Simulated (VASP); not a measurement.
# Ni (P6_3/mmc) in VASP: notebook

Runs on Ni. Level: revPBE. Tasks: single point.

Everything below comes from runs of VASP 6.6.1. Logs are shortened: lines on timing, memory, paths and dates and some standing lists are left out, and cuts for length are marked.

## 1. The cell of the first run

It takes space group P6_3/mmc (No. 194, hexagonal). Conventional cell: a = 2.466 Å, b = 2.466 Å, c = 4.054 Å, α = 90.00°, β = 90.00°, γ = 120.00°. Ni (site symmetry -6m2) has 12 Ni at 2.47 to 2.48 Å within 3.3 Å.

## 2. Single point, revPBE (volume scaled by 0.96)

INCAR

```
ALGO = Normal
EDIFF = 1E-6
ENCUT = 520
GGA = RE
ISIF = 2
ISMEAR = -1
LASPH = T
LCHARG = F
LREAL = F
LWAVE = F
NBANDS = 17
NELM = 60
PREC = Accurate
SIGMA = 0.1
```

KPOINTS

```
k-points
0
Gamma
  16 16 9
```

POSCAR

```
Ni
1.0
    2.4660260216      0.0000000000      0.0000000000
   -1.2330130108      2.1356411811      0.0000000000
    0.0000000000      0.0000000000      4.0540295827
Ni
2
Direct
    0.3333333333      0.6666666667      0.2500000000
    0.6666666667      0.3333333333      0.7500000000
```

Potentials or basis: VASP PAW PBE potentials, release 64 (Ni).

Command:

```console
cat potpaw_PBE.64/Ni/POTCAR > POTCAR
mpirun -np 1 vasp_std > vasp.out
```

OUTCAR:

```text
EDIFF = 1E-6
   ENCUT = 520
   GGA = RE
   ISIF = 2
   ISMEAR = -1
   LASPH = T
   LREAL = F
   NELM = 60
   PREC = Accurate

 ion  position               nearest neighbor table
   1  0.333  0.667  0.250-   2 2.48   2 2.48   2 2.48   2 2.48   2 2.48   2 2.48
   2  0.667  0.333  0.750-   1 2.48   1 2.48   1 2.48   1 2.48   1 2.48   1 2.48

  LATTYP: Found a hexagonal cell.
 ALAT       =     2.4660260216
 C/A-ratio  =     1.6439524754

  Lattice vectors:

 A1 = (   2.4660260216,   0.0000000000,   0.0000000000)
 A2 = (  -1.2330130108,   2.1356411811,   0.0000000000)
 A3 = (   0.0000000000,   0.0000000000,   4.0540295827)

Analysis of symmetry for initial positions (statically):
=====================================================================
 Subroutine PRICEL returns:
 Original cell was already a primitive cell.

 Routine SETGRP: Setting up the symmetry group for a
 hexagonal supercell.

 Subroutine GETGRP returns: Found 24 space group operations
 (whereof 12 operations were pure point group operations)
 out of a pool of 24 trial point group operations.

The static configuration has the point symmetry D_3d.
 The point group associated with its full space group is D_6h.

Analysis of symmetry for dynamics (positions and initial velocities):
=====================================================================
 Subroutine PRICEL returns:
 Original cell was already a primitive cell.

 Routine SETGRP: Setting up the symmetry group for a
 hexagonal supercell.

 Subroutine GETGRP returns: Found 24 space group operations
 (whereof 12 operations were pure point group operations)
 out of a pool of 24 trial point group operations.

The dynamic configuration has the point symmetry D_3d.
 The point group associated with its full space group is D_6h.

 Subroutine INISYM returns: Found 24 space group operations
 (whereof 12 operations are pure point group operations),
 and found     1 'primitive' translations

----------------------------------------------------------------------------------------

                                     Primitive cell

  volume of cell :      21.3507

  direct lattice vectors                    reciprocal lattice vectors
     2.466026022  0.000000000  0.000000000     0.405510725  0.234121726  0.000000000
    -1.233013011  2.135641181  0.000000000     0.000000000  0.468243453  0.000000000
     0.000000000  0.000000000  4.054029583     0.000000000  0.000000000  0.246668156

  length of vectors
     2.466026022  2.466026022  4.054029583     0.468243453  0.468243453  0.246668156

  position of ions in fractional coordinates (direct lattice)
     0.333333333  0.666666667  0.250000000
     0.666666667  0.333333333  0.750000000

  ion indices of the primitive-cell ions
   primitive index   ion index
                 1           1
                 2           2

----------------------------------------------------------------------------------------

 KPOINTS: k-points

Automatic generation of k-mesh.
 Grid dimensions read from file:
 generate k-points for:   16   16    9

 Generating k-lattice:

  Cartesian coordinates                     Fractional coordinates (reciprocal lattice)
     0.025344420  0.014632608  0.000000000     0.062500000 -0.000000000  0.000000000
     0.000000000  0.029265216  0.000000000     0.000000000  0.062500000  0.000000000
     0.000000000  0.000000000  0.027407573     0.000000000  0.000000000  0.111111111

  Length of vectors
     0.029265216  0.029265216  0.027407573

  Shift w.r.t. Gamma in fractional coordinates (k-lattice)
     0.000000000  0.000000000  0.000000000

 Subroutine IBZKPT returns following result:
 ===========================================

 Found    150 irreducible k-points:

 Following reciprocal coordinates:
            Coordinates               Weight
  0.000000  0.000000  0.000000      1.000000
  0.062500  0.000000  0.000000      6.000000
  0.125000  0.000000  0.000000      6.000000
  0.187500  0.000000  0.000000      6.000000
  0.250000  0.000000  0.000000      6.000000
  0.312500 -0.000000  0.000000      6.000000
[... 16 lines left out ...]
  0.187500  0.187500  0.000000      6.000000
  0.250000  0.187500  0.000000     12.000000
 [... further k-points ...]
   k-points           NKPTS =    150   k-points in BZ     NKDIM =    150   number of bands    NBANDS=     17
   number of dos      NEDOS =    301   number of ions     NIONS =      2
   total plane-waves  NPLWV =   9720
   dimension x,y,z NGX =    18 NGY =   18 NGZ =   30
   dimension x,y,z NGXF=    36 NGYF=   36 NGZF=   60
   ions per type =               2
   NGX,Y,Z   is equivalent  to a cutoff of  12.13, 12.13, 12.30 a.u.
   NGXF,Y,Z  is equivalent  to a cutoff of  24.27, 24.27, 24.60 a.u.
 SYSTEM =  unknown system
   PREC   = accura    normal or accurate (medium, high low for compatibility)
   ISTART =      0    job   : 0-new  1-cont  2-samecut
   ICHARG =      2    charge: 1-file 2-atom 10-const
   ISPIN  =      1    spin polarized calculation?
   LNONCOLLINEAR =      F non collinear calculations
   LSORBIT =      F    spin-orbit coupling
   LASPH  =      T    aspherical Exc in radial PAW
   ENCUT  =  520.0 eV  38.22 Ry    6.18 a.u.   4.59  4.59  7.54*2*pi/ulx,y,z
   NELM   =     60;   NELMIN=  2; NELMDL= -5     # of ELM steps
   EDIFF  = 0.1E-05   stopping-criterion for ELM
   LREAL  =      F    real-space projection
   EDIFFG = 0.1E-04   stopping-criterion for IOM
   NSW    =      0    number of steps for IOM
   IBRION =     -1    ionic relax: 0-MD 1-quasi-New 2-CG
   NFREE  =      0    steps in history (QN), initial steepest desc. (CG)
   ISIF   =      2    stress and relaxation
   ISYM   =      2    0-nonsym 1-usesym 2-fastsym
   POTIM  = 0.5000    time-step for ionic-motion
   TEBEG  =    0.0;   TEEND  =   0.0 temperature during run
   PSTRESS=    0.0 pullay stress
   NELECT =      20.0000    total number of electrons
   NUPDOWN=      -1.0000    fix difference up-down
   EMIN   =  10.00;   EMAX   =-10.00  energy-range for DOS
   EFERMI =   0.00;   METHOD = LEGACY
   ISMEAR =    -1;   SIGMA  =   0.10  broadening in eV -4-tet -1-fermi 0-gaus
   EFERMI_NEDOS =   21; number of points for ismear=-14 and -15
   IALGO  =     38    algorithm
   IMIX   =      4    mixing-type and parameters
     AMIX     =   0.40;   BMIX     =  1.00
     AMIX_MAG =   1.60;   BMIX_MAG =  1.00
  volume/ion in A,a.u.               =      10.68        72.04
  Fermi-wavevector in a.u.,A,eV,Ry     =   1.601821  3.027002 34.910227  2.565829
  Thomas-Fermi vector in A             =   2.698739
   LORBIT       =      0    0 simple, 1 ext, 2 COOP (PROOUT), +10 PAW based schemes
   GGA     = RE    functional components
   LHFCALC =     F    Hartree Fock is set to
   AEXX    =    0.0000 exact exchange contribution
   IVDW    =     0    specifies the selected vdW correction
   LEPSILON=     F    determine dielectric tensor
   LRPA    =     F    only Hartree local field effects (RPA)
 non-spin polarized calculation
  energy-cutoff  :      520.00
  volume of cell :       21.35
 maximum number of plane-waves:       589
   NGX =  9   NGY =  9   NGZ = 15

 number of electron      19.9999999 magnetization

 Free energy of the ion-electron system (eV)
  ---------------------------------------------------
  ext. energy  EPLUGINS =         0.00000000
  ---------------------------------------------------
  free energy    TOTEN  =       -10.04329749 eV

  energy without entropy =       -9.85499026  energy(sigma->0) =       -9.94914388

 E-fermi :   9.6088     XC(G=0): -13.2753

 val. band max:        9.6078881603   @ k =   0.3750   0.0000   0.0000
 cond. band min:       9.6089370800   @ k =   0.4375   0.0625   0.4444
 fundamental gap:      0.0010489197
 Fermi energy:         9.6087936255

 k-point     1 :       0.0000    0.0000    0.0000
  band No.  band energies     occupation
      1       0.5986      2.00000
      2       5.0495      2.00000
      3       7.6586      2.00000
      4       7.7453      2.00000
      5       7.7453      2.00000
      6       8.0267      2.00000
[... 9 lines left out ...]
     16      34.7138      0.00000
     17      35.5050      0.00000

 k-point     2 :       0.0625    0.0000    0.0000
  band No.  band energies     occupation
      1       0.7372      2.00000
      2       5.1380      2.00000
      3       7.5551      2.00000
      4       7.8069      2.00000
      5       7.8302      2.00000
      6       7.9938      2.00000
[... 9 lines left out ...]
     16      33.1956      0.00000
     17      35.3776      0.00000

 k-point     3 :       0.1250    0.0000    0.0000
  band No.  band energies     occupation
      1       1.1466      2.00000
      2       5.3819      2.00000
      3       7.3762      2.00000
      4       7.7595      2.00000
      5       7.8641      2.00000
      6       7.9856      2.00000
[... 9 lines left out ...]
     16      32.2165      0.00000
     17      35.1133      0.00000

 k-point     4 :       0.1875    0.0000    0.0000
  band No.  band energies     occupation
      1       1.8053      2.00000
      2       5.7052      2.00000
      3       7.1697      2.00000
      4       7.1796      2.00000
      5       7.7448      2.00000
      6       8.1754      2.00000
[... 9 lines left out ...]
     16      31.4405      0.00000
     17      32.5957      0.00000

 k-point     5 :       0.2500    0.0000    0.0000
  band No.  band energies     occupation
      1       2.6681      2.00000
      2       5.9492      2.00000
      3       6.6939      2.00000
      4       7.0526      2.00000
      5       7.6651      2.00000
      6       8.0250      2.00000
[... 9 lines left out ...]
     16      29.9576      0.00000
     17      30.3129      0.00000

 k-point     6 :       0.3125   -0.0000    0.0000
  band No.  band energies     occupation
      1       3.6438      2.00000
      2       5.9650      2.00000
      3       6.3328      2.00000
      4       7.0511      2.00000
      5       7.7255      2.00000
      6       7.8858      2.00000
[... 9 lines left out ...]
     16      27.5045      0.00000
     17      28.4623      0.00000

 k-point     7 :       0.3750    0.0000    0.0000
  band No.  band energies     occupation
      1       4.5549      2.00000
      2       5.8379      2.00000
      3       6.0813      2.00000
      4       7.1502      2.00000
      5       7.7744      2.00000
      6       7.8424      2.00000
[... 9 lines left out ...]
     16      25.7410      0.00000
     17      26.2759      0.00000

 k-point     8 :       0.4375    0.0000    0.0000
  band No.  band energies     occupation
      1       5.1686      2.00000
      2       5.6927      2.00000
      3       5.9335      2.00000
      4       7.3601      2.00000
      5       7.7026      2.00000
      6       7.7607      2.00000
[... 9 lines left out ...]
     16      24.3296      0.00000
     17      25.1143      0.00000
[... 203 lines left out ...]
      1       3.9817      2.00000
      2       6.1640      2.00000
      3       6.3162      2.00000
      4       6.7941      2.00000
      5       7.6401      2.00000
      6       7.7614      2.00000
[... 9 lines left out ...]
     16      27.7956      0.00000
     17      29.2429      0.00000

 k-point    20 :       0.3125    0.1250    0.0000
  band No.  band energies     occupation
      1       4.8644      2.00000
      2       6.0232      2.00000
      3       6.1136      2.00000
      4       6.8924      2.00000
      5       7.5709      2.00000
      6       7.9131      2.00000
[... 9 lines left out ...]
     16      25.5729      0.00000
     17      26.8247      0.00000

 k-point    21 :       0.3750    0.1250    0.0000
  band No.  band energies     occupation
      1       5.4394      2.00000
      2       5.8827      2.00000
      3       5.9942      2.00000
      4       7.0759      2.00000
      5       7.5619      2.00000
      6       7.7665      2.00000
[... 9 lines left out ...]
     16      23.6313      0.00000
     17      24.8299      0.00000

 k-point    22 :       0.4375    0.1250    0.0000
  band No.  band energies     occupation
      1       5.6391      2.00000
      2       5.8017      2.00000
      3       5.9549      2.00000
      4       7.1882      2.00000
      5       7.5847      2.00000
      6       7.6893      2.00000
[... 9 lines left out ...]
     16      22.5742      0.00000
     17      23.9205      0.00000

 k-point    23 :       0.1875    0.1875    0.0000
  band No.  band energies     occupation
      1       3.9042      2.00000
      2       6.3358      2.00000
      3       6.3691      2.00000
      4       6.6131      2.00000
      5       7.5959      2.00000
      6       7.7542      2.00000
[... 9 lines left out ...]
     16      29.1190      0.00000
     17      29.5990      0.00000

 k-point    24 :       0.2500    0.1875    0.0000
  band No.  band energies     occupation
      1       4.8054      2.00000
      2       6.1957      2.00000
      3       6.2909      2.00000
      4       6.5931      2.00000
      5       7.4905      2.00000
      6       7.8870      2.00000
[... 9 lines left out ...]
     16      27.0281      0.00000
     17      28.3787      0.00000

 [... further k-points ...]
[... 5 lines left out ...]
  --------------------------------------------------------------------------------------
  -------------------------------------------------------------------------------------
  Total        1.1395024      1.1395024      1.1288198      0.0000000      0.0000000      0.0000000
  in kB       85.5092282     85.5092282     84.7075959      0.0000000      0.0000000      0.0000000
  external PRESSURE =      85.2420175 kB  Pullay stress =       0.0000000 kB

 VOLUME and BASIS-vectors are now :
 -----------------------------------------------------------------------------
  energy-cutoff  :      520.00
  volume of cell :       21.35
      direct lattice vectors                 reciprocal lattice vectors
     2.466026022  0.000000000  0.000000000     0.405510725  0.234121726  0.000000000
    -1.233013011  2.135641181  0.000000000     0.000000000  0.468243453  0.000000000
     0.000000000  0.000000000  4.054029583     0.000000000  0.000000000  0.246668156

 POSITION                                       TOTAL-FORCE (eV/Angst)
 -----------------------------------------------------------------------------------
     -0.00000      1.42376      1.01351        -0.000000      0.000000      0.000000
      1.23301      0.71188      3.04052         0.000000     -0.000000      0.000000
 -----------------------------------------------------------------------------------
    total drift:                               -0.000000      0.000000     -0.000000

  FREE ENERGIE OF THE ION-ELECTRON SYSTEM (eV)
  ---------------------------------------------------
  free  energy   TOTEN  =       -10.0432974908 eV

  energy  without entropy=       -9.8549902620  energy(sigma->0) =       -9.94914388
```

Wall time 31 s (1 thread of AMD EPYC 9R45 (Zen 5), shared host); peak memory 0.12 GiB.

What came out:

* Free energy: -10.0433 eV
* Pressure: 8.5 GPa
* Band gap on the k mesh: zero (band 10 reaches 9.70 eV, above the bottom of band 11 at 9.20 eV)

Caveat: the cell differs from its parent crystal (volume scaled by 0.96); the PAW data sets were made with another functional, which shifts forces and pressure a little; the run has no spin polarisation, though such a crystal can be magnetic. Spin polarisation is off, so any magnetic state and its effect on volume and gap are missing.

## 3. Single point, revPBE

This run uses another cell than the first one, of 11.12 Å³/atom, 1.042 times its volume.

INCAR

```
SYSTEM = Ni
PREC = Accurate
ENCUT = 520
EDIFF = 1E-6
ISMEAR = -1
SIGMA = 0.1
LREAL = .False.
LASPH = .True.
NELM = 100
ALGO = Normal
ISIF = 2
LWAVE = .False.
LCHARG = .False.
GGA = RE
NBANDS = 17
```

KPOINTS

```
regular mesh
0
Gamma
  16 16 9
  0 0 0
```

POSCAR

```
Ni
1.0
    2.4998113983      0.0000000000      0.0000000000
   -1.2499056991      2.1649001756      0.0000000000
    0.0000000000      0.0000000000      4.1095711363
Ni
2
Direct
    0.3333333333      0.6666666667      0.2500000000
    0.6666666667      0.3333333333      0.7500000000
```

Potentials or basis: VASP PAW PBE potentials, release 64 (Ni).

Command:

```console
cat potpaw_PBE.64/Ni/POTCAR > POTCAR
mpirun -np 1 vasp_std > vasp.out
```

It took 32 s on 1 thread of AMD EPYC 9R45 (Zen 5), shared host; peak memory 0.13 GiB.

The run converged. Its results:

```
Free energy            : -10.0664 eV
Pressure               : 0.3 GPa
Band gap on the k mesh : zero (band 10 reaches 9.11 eV, above the bottom of band 11 at 8.64 eV)
```

Stress tensor (GPa, compression positive):
```
0.30 0.00 0.00
0.00 0.30 0.00
0.00 0.00 0.19
```

Levels at points of the mesh, in eV from the Fermi level:
```tsv
k point	band 7	band 8	band 9	band 10	band 11	band 12	band 13	band 14
(0.00, 0.00, 0.00)	-1.49	-1.09	-1.09	-0.21	-0.17	-0.17	5.81	22.51
(0.50, 0.00, 0.00)	-1.47	-0.04	0.00	0.07	1.53	3.33	9.39	9.91
```

Caveat: the PAW data sets were made with another functional, which shifts forces and pressure a little; the run has no spin polarisation, though such a crystal can be magnetic.

[end of part 1 of 2]
